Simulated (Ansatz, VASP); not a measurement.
## Two plane-wave programs on Si

```xyz
2
Lattice="0.0000 2.6851 2.6851 2.6851 0.0000 2.6851 2.6851 2.6851 0.0000" Properties=species:S:1:pos:R:3 pbc="T T T"
Si    2.6851    2.6851    2.6851
Si    4.0276    4.0276    4.0276
```

Alike in both runs: task single point; functional PBEsol; k mesh 8 × 8 × 8; occupations fermi-dirac, width 0.05 eV; no spin polarisation.

```csv
,VASP,Ansatz
version,VASP 6.6.1,Ansatz 0.2.0
potentials or method,"VASP PAW PBE potentials, release 64 (Si)",Ansatz PAW
plane-wave cutoff (eV),520,420
valence electrons in the cell,8,8
```

```tsv
	VASP	Ansatz	Ansatz less VASP
gap on the k mesh at the Fermi level (eV)	0.45	0.45	+0.005
least direct gap on the mesh (eV)	2.53	2.53	+0.003
pressure (GPa)	3.7	3.6	-0.13
```

VASP's potentials were made for PBE, not for PBEsol.
